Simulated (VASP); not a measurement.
# Ti (Fm-3m) in VASP: further runs, part 2 of 2

VASP 6.6.1. Earlier steps stand in the parts before.

## 3. Single point, PBEsol

This run uses another cell than the first one, of 16.06 Å³/atom, 1.021 times its volume.

Contents of INCAR:

```
  ALGO = Normal
  EDIFF = 1E-6
  ENCUT = 520
  GGA = PS
  ISIF = 2
  ISMEAR = -1
  LASPH = T
  LCHARG = F
  LREAL = F
  LWAVE = F
  NBANDS = 12
  NELM = 60
  PREC = Accurate
  SIGMA = 0.15
```

Contents of KPOINTS:

```
k-points
0
Gamma
  10 10 10
```

Contents of POSCAR:

```
Ti
1.0
    0.0000000000      2.0025642044      2.0025642044
    2.0025642044      0.0000000000      2.0025642044
    2.0025642044      2.0025642044      0.0000000000
Ti
1
Direct
    0.0000000000      0.0000000000      0.0000000000
```

Potentials or basis: VASP PAW PBE potentials, release 64 (Ti_sv).

Launch:

```sh
$ cat potpaw_PBE.64/Ti_sv/POTCAR > POTCAR
$ mpirun -np 1 vasp_std > vasp.out
```

OUTCAR:

```text
EDIFF = 1E-6
   ENCUT = 520
   GGA = PS
   ISIF = 2
   ISMEAR = -1
   LASPH = T
   LREAL = F
   NELM = 60
   PREC = Accurate

 ion  position               nearest neighbor table
   1  0.000  0.000  0.000-

  LATTYP: Found a face centered cubic cell.
 ALAT       =     4.0051284088

  Lattice vectors:

 A1 = (   0.0000000000,   2.0025642044,   2.0025642044)
 A2 = (   2.0025642044,   0.0000000000,   2.0025642044)
 A3 = (   2.0025642044,   2.0025642044,   0.0000000000)

Analysis of symmetry for initial positions (statically):
=====================================================================
 Subroutine PRICEL returns:
 Original cell was already a primitive cell.

 Routine SETGRP: Setting up the symmetry group for a
 face centered cubic supercell.

 Subroutine GETGRP returns: Found 48 space group operations
[... 9 lines left out ...]

 Routine SETGRP: Setting up the symmetry group for a
 face centered cubic supercell.

 Subroutine GETGRP returns: Found 48 space group operations
[... 11 lines left out ...]
                                     Primitive cell

  volume of cell :      16.0616

  direct lattice vectors                    reciprocal lattice vectors
     0.000000000  2.002564204  2.002564204    -0.249679885  0.249679885  0.249679885
     2.002564204  0.000000000  2.002564204     0.249679885 -0.249679885  0.249679885
     2.002564204  2.002564204  0.000000000     0.249679885  0.249679885 -0.249679885

  length of vectors
     2.832053457  2.832053457  2.832053457     0.432458246  0.432458246  0.432458246

  position of ions in fractional coordinates (direct lattice)
     0.000000000  0.000000000  0.000000000

  ion indices of the primitive-cell ions
   primitive index   ion index
                 1           1

----------------------------------------------------------------------------------------

 KPOINTS: k-points

Automatic generation of k-mesh.
 Grid dimensions read from file:
 generate k-points for:   10   10   10

 Generating k-lattice:

  Cartesian coordinates                     Fractional coordinates (reciprocal lattice)
    -0.024967988  0.024967988  0.024967988     0.100000000  0.000000000  0.000000000
     0.024967988 -0.024967988  0.024967988     0.000000000  0.100000000  0.000000000
     0.024967988  0.024967988 -0.024967988     0.000000000  0.000000000  0.100000000

  Length of vectors
     0.043245825  0.043245825  0.043245825

  Shift w.r.t. Gamma in fractional coordinates (k-lattice)
     0.000000000  0.000000000  0.000000000

 Subroutine IBZKPT returns following result:
 ===========================================

 Found     47 irreducible k-points:

 Following reciprocal coordinates:
            Coordinates               Weight
  0.000000  0.000000  0.000000      1.000000
  0.100000  0.000000  0.000000      8.000000
  0.200000  0.000000  0.000000      8.000000
  0.300000  0.000000  0.000000      8.000000
  0.400000  0.000000  0.000000      8.000000
  0.500000  0.000000  0.000000      4.000000
[... 16 lines left out ...]
  0.300000  0.300000  0.000000      6.000000
  0.400000  0.300000  0.000000     24.000000
 [... further k-points ...]
   k-points           NKPTS =     47   k-points in BZ     NKDIM =     47   number of bands    NBANDS=     12
   number of dos      NEDOS =    301   number of ions     NIONS =      1
   total plane-waves  NPLWV =  13824
   dimension x,y,z NGX =    24 NGY =   24 NGZ =   24
   dimension x,y,z NGXF=    48 NGYF=   48 NGZF=   48
   ions per type =               1
   NGX,Y,Z   is equivalent  to a cutoff of  14.09, 14.09, 14.09 a.u.
   NGXF,Y,Z  is equivalent  to a cutoff of  28.18, 28.18, 28.18 a.u.
 SYSTEM =  unknown system
   PREC   = accura    normal or accurate (medium, high low for compatibility)
   ISTART =      0    job   : 0-new  1-cont  2-samecut
   ICHARG =      2    charge: 1-file 2-atom 10-const
   ISPIN  =      1    spin polarized calculation?
   LNONCOLLINEAR =      F non collinear calculations
   LSORBIT =      F    spin-orbit coupling
   LASPH  =      T    aspherical Exc in radial PAW
   ENCUT  =  520.0 eV  38.22 Ry    6.18 a.u.   5.27  5.27  5.27*2*pi/ulx,y,z
   NELM   =     60;   NELMIN=  2; NELMDL= -5     # of ELM steps
   EDIFF  = 0.1E-05   stopping-criterion for ELM
   LREAL  =      F    real-space projection
   EDIFFG = 0.1E-04   stopping-criterion for IOM
   NSW    =      0    number of steps for IOM
   IBRION =     -1    ionic relax: 0-MD 1-quasi-New 2-CG
   NFREE  =      0    steps in history (QN), initial steepest desc. (CG)
   ISIF   =      2    stress and relaxation
   ISYM   =      2    0-nonsym 1-usesym 2-fastsym
   POTIM  = 0.5000    time-step for ionic-motion
   TEBEG  =    0.0;   TEEND  =   0.0 temperature during run
   PSTRESS=    0.0 pullay stress
   NELECT =      12.0000    total number of electrons
   NUPDOWN=      -1.0000    fix difference up-down
   EMIN   =  10.00;   EMAX   =-10.00  energy-range for DOS
   EFERMI =   0.00;   METHOD = LEGACY
   ISMEAR =    -1;   SIGMA  =   0.15  broadening in eV -4-tet -1-fermi 0-gaus
   EFERMI_NEDOS =   21; number of points for ismear=-14 and -15
   IALGO  =     38    algorithm
   IMIX   =      4    mixing-type and parameters
     AMIX     =   0.40;   BMIX     =  1.00
     AMIX_MAG =   1.60;   BMIX_MAG =  1.00
  volume/ion in A,a.u.               =      16.06       108.39
  Fermi-wavevector in a.u.,A,eV,Ry     =   1.485498  2.807185 30.024043  2.206705
  Thomas-Fermi vector in A             =   2.598902
   LORBIT       =      0    0 simple, 1 ext, 2 COOP (PROOUT), +10 PAW based schemes
   GGA     = PS    functional components
   LHFCALC =     F    Hartree Fock is set to
   AEXX    =    0.0000 exact exchange contribution
   IVDW    =     0    specifies the selected vdW correction
   LEPSILON=     F    determine dielectric tensor
   LRPA    =     F    only Hartree local field effects (RPA)
 non-spin polarized calculation
  energy-cutoff  :      520.00
  volume of cell :       16.06
 maximum number of plane-waves:       444
 NGX is ok and might be reduce to    24
   NGX = 11   NGY = 11   NGZ = 11

 number of electron      11.9999999 magnetization

 Free energy of the ion-electron system (eV)
  ---------------------------------------------------
  ext. energy  EPLUGINS =         0.00000000
  ---------------------------------------------------
  free energy    TOTEN  =        -8.33380348 eV

  energy without entropy =       -8.21814236  energy(sigma->0) =       -8.27597292

 E-fermi :   8.9498     XC(G=0): -12.0136

 val. band max:        8.9439649334   @ k =   0.3000   0.0000   0.0000
 cond. band min:       9.0512334813   @ k =  -0.3000   0.2000   0.0000
 fundamental gap:      0.1072685479
 Fermi energy:         8.9497870076

 k-point     1 :       0.0000    0.0000    0.0000
  band No.  band energies     occupation
      1     -47.3911      2.00000
      2     -23.2414      2.00000
      3     -23.2414      2.00000
      4     -23.2414      2.00000
      5       2.6705      2.00000
      6       9.8763      0.00415
      7       9.8763      0.00415
      8       9.8763      0.00415
      9      11.6855      0.00000
     10      11.6855      0.00000
     11      24.6492      0.00000
     12      29.4693      0.00000

 k-point     2 :       0.1000    0.0000    0.0000
  band No.  band energies     occupation
      1     -47.3751      2.00000
      2     -23.3283      2.00000
      3     -23.2520      2.00000
      4     -23.2520      2.00000
      5       3.0161      2.00000
      6       9.6626      0.01712
      7       9.9981      0.00184
      8       9.9981      0.00184
      9      11.6088      0.00000
     10      11.6088      0.00000
     11      24.9478      0.00000
     12      27.4201      0.00000
[... 301 lines left out ...]
 k-point    23 :       0.3000    0.3000    0.0000
  band No.  band energies     occupation
      1     -47.2434      2.00000
      2     -23.7909      2.00000
      3     -23.4412      2.00000
      4     -23.4412      2.00000
      5       5.7103      2.00000
      6       7.8460      1.99873
      7      10.1309      0.00076
      8      11.6673      0.00000
      9      11.6673      0.00000
     10      12.4432      0.00000
     11      24.3428      0.00000
     12      24.5662      0.00000

 k-point    24 :       0.4000    0.3000    0.0000
  band No.  band energies     occupation
      1     -47.2094      2.00000
      2     -23.9033      2.00000
      3     -23.5031      2.00000
      4     -23.4749      2.00000
      5       6.2348      2.00000
      6       7.5912      1.99977
      7      10.0511      0.00129
      8      11.8148      0.00000
      9      12.7120      0.00000
     10      12.8302      0.00000
     11      22.0554      0.00000
     12      23.3200      0.00000

 [... further k-points ...]

------------------------ aborting loop because EDIFF is reached ----------------------------------------

  FORCE on cell =-STRESS in cart. coord.  units (eV):
  Direction    XX          YY          ZZ          XY          YZ          ZX
  --------------------------------------------------------------------------------------
  -------------------------------------------------------------------------------------
  Total        0.4970845      0.4970845      0.4970845      0.0000000     -0.0000000      0.0000000
  in kB       49.5851301     49.5851301     49.5851301      0.0000000     -0.0000000      0.0000000
  external PRESSURE =      49.5851301 kB  Pullay stress =       0.0000000 kB

 VOLUME and BASIS-vectors are now :
 -----------------------------------------------------------------------------
  energy-cutoff  :      520.00
  volume of cell :       16.06
      direct lattice vectors                 reciprocal lattice vectors
     0.000000000  2.002564204  2.002564204    -0.249679885  0.249679885  0.249679885
     2.002564204  0.000000000  2.002564204     0.249679885 -0.249679885  0.249679885
     2.002564204  2.002564204  0.000000000     0.249679885  0.249679885 -0.249679885

 POSITION                                       TOTAL-FORCE (eV/Angst)
 -----------------------------------------------------------------------------------
      0.00000      0.00000      0.00000         0.000000     -0.000000      0.000000
 -----------------------------------------------------------------------------------
    total drift:                               -0.000000     -0.000000     -0.000000

  FREE ENERGIE OF THE ION-ELECTRON SYSTEM (eV)
  ---------------------------------------------------
  free  energy   TOTEN  =        -8.3338034788 eV

  energy  without entropy=       -8.2181423584  energy(sigma->0) =       -8.27597292
```

stdout:

```text
POSCAR found type information on POSCAR Ti
 POSCAR found :  1 types and       1 ions
 scaLAPACK will be used
 -----------------------------------------------------------------------------
|                                                                             |
|                                                                             |
|     You enforced a specific xc type in the INCAR file but a different       |
|     I HOPE YOU KNOW WHAT YOU ARE DOING!                                     |
|                                                                             |
 -----------------------------------------------------------------------------

 LDA part: xc-table for (Slater+PW92), standard interpolation
 POSCAR, INCAR and KPOINTS ok, starting setup
 FFT: planning ... GRIDC
 FFT: planning ... GRID_SOFT
 FFT: planning ... GRID
 WAVECAR not read
 entering main loop
```

Run time: 7 s. Hardware: 1 thread of AMD EPYC 9R14 (Zen 4), shared host; peak memory 0.11 GiB.

What came out:

* Free energy: -8.3338 eV
* Pressure: 5.0 GPa
* Band gap on the k mesh: zero (band 6 reaches 9.88 eV, above the bottom of band 7 at 8.67 eV)

Levels at points of the mesh, in eV from the Fermi level:
| k point | band 4 | band 5 | band 6 | band 7 | band 8 | band 9 |
| --- | --- | --- | --- | --- | --- | --- |
| (0.00, 0.00, 0.00) | -32.19 | -6.28 | 0.93 | 0.93 | 0.93 | 2.74 |
| (0.50, 0.00, 0.00) | -32.30 | -2.78 | 0.78 | 0.78 | 0.85 | 3.95 |
| (0.50, 0.50, 0.00) | -32.49 | -2.87 | -1.93 | 3.22 | 3.93 | 4.27 |

Caveat: the PAW data sets were made with another functional, which shifts forces and pressure a little.

## 4. Single point, PBEsol

This run uses another cell than the first one, of 16.73 Å³/atom, 1.064 times its volume.

Contents of INCAR:

```
ALGO = Normal
EDIFF = 1E-6
ENCUT = 520
GGA = PS
ISIF = 2
ISMEAR = -1
LASPH = T
LCHARG = T
LELF = T
LREAL = F
LVHAR = T
LWAVE = F
NBANDS = 12
NELM = 100
PREC = Accurate
SIGMA = 0.15
```

KPOINTS is that of step 3.

Contents of POSCAR:

```
Ti
1.0
    0.0000000000      2.0300000000      2.0300000000
    2.0300000000      0.0000000000      2.0300000000
    2.0300000000      2.0300000000      0.0000000000
Ti
1
Direct
    0.0000000000      0.0000000000      0.0000000000
```

Launch:

```sh
$ cat potpaw_PBE.64/Ti_sv/POTCAR > POTCAR
$ mpirun -np 1 vasp_std > vasp.out
```

Wall time 7.5 s (1 thread of AMD EPYC 9R14 (Zen 4), shared host); peak memory 0.11 GiB.

Results (log left out):

* Free energy: -8.3442 eV
* Pressure: 0.1 GPa
* Band gap on the k mesh: zero (band 6 reaches 9.40 eV, above the bottom of band 7 at 8.23 eV)

Levels at points of the mesh, in eV from the Fermi level:
```csv
k point,band 2,band 3,band 4,band 5,band 6,band 7,band 8,band 9,band 10,band 11
"(0.00, 0.00, 0.00)",-32.31,-32.31,-32.31,-6.19,0.90,0.90,0.90,2.62,2.62,15.47
"(0.50, 0.00, 0.00)",-33.08,-32.41,-32.41,-2.68,0.74,0.77,0.77,3.76,3.76,8.58
"(0.50, 0.50, 0.00)",-33.03,-32.58,-32.58,-2.72,-1.81,3.01,3.74,4.06,4.06,11.00
```

Caveat: the PAW data sets were made with another functional, which shifts forces and pressure a little.

## 5. Single point, PBEsol

This run uses another cell than the first one, of 17.07 Å³/atom, 1.085 times its volume.

Contents of INCAR:

```
PREC = Accurate
ENCUT = 520
EDIFF = 1E-7
ISMEAR = -1
SIGMA = 0.15
LREAL = F
LASPH = T
NELM = 100
ALGO = Normal
ISIF = 2
LWAVE = F
LCHARG = F
GGA = PS
NBANDS = 12
```

Contents of KPOINTS:

```
Automatic mesh
0
Gamma
  10 10 10
```

Contents of POSCAR:

```
Ti
1.0
    0.0000000000      2.0434441004      2.0434441004
    2.0434441004      0.0000000000      2.0434441004
    2.0434441004      2.0434441004      0.0000000000
Ti
1
Direct
    0.0000000000      0.0000000000      0.0000000000
```

Launch:

```sh
$ cat potpaw_PBE.64/Ti_sv/POTCAR > POTCAR
$ mpirun -np 1 vasp_std > vasp.out
```

Wall time 8.1 s (1 thread of AMD EPYC 9R14 (Zen 4), shared host); peak memory 0.11 GiB.

It converged, with:

```yaml
Free_energy: -8.3421 eV
Pressure: -2.1 GPa
Band_gap_on_the_k_mesh: zero (band 6 reaches 9.18 eV, above the bottom of band 7 at 8.02 eV)
```

Levels at points of the mesh, in eV from the Fermi level:
| k point | band 2 | band 3 | band 4 | band 5 | band 6 | band 7 | band 8 | band 9 | band 10 | band 11 |
| --- | --- | --- | --- | --- | --- | --- | --- | --- | --- | --- |
| (0.00, 0.00, 0.00) | -32.37 | -32.37 | -32.37 | -6.14 | 0.89 | 0.89 | 0.89 | 2.56 | 2.56 | 15.36 |
| (0.50, 0.00, 0.00) | -33.09 | -32.46 | -32.46 | -2.63 | 0.68 | 0.77 | 0.77 | 3.67 | 3.67 | 8.37 |
| (0.50, 0.50, 0.00) | -33.04 | -32.62 | -32.62 | -2.65 | -1.76 | 2.92 | 3.66 | 3.97 | 3.97 | 10.76 |

Caveat: the PAW data sets were made with another functional, which shifts forces and pressure a little.

## 6. Summary

| cell | gap on the mesh (eV) | pressure (GPa) |
| --- | --- | --- |
| a = 2.812 Å, angles 60.0°, 1 atom | none | 7.7 |
| a = 2.832 Å, angles 60.0°, 1 atom | none | 5.0 |
| a = 2.871 Å, angles 60.0°, 1 atom | none | 0.1 |
| a = 2.890 Å, angles 60.0°, 1 atom | none | -2.1 |

Alike in all rows: task single point; level PBEsol; potentials or basis VASP PAW PBE potentials, release 64 (Ti_sv); no spin polarisation; k mesh 10 × 10 × 10; cutoff (eV) 520; smearing fermi-dirac 0.15 eV.

Caveats: the PAW data sets were made with another functional, which shifts forces and pressure a little.

Absolute energies hang on the potentials; compare differences alone.
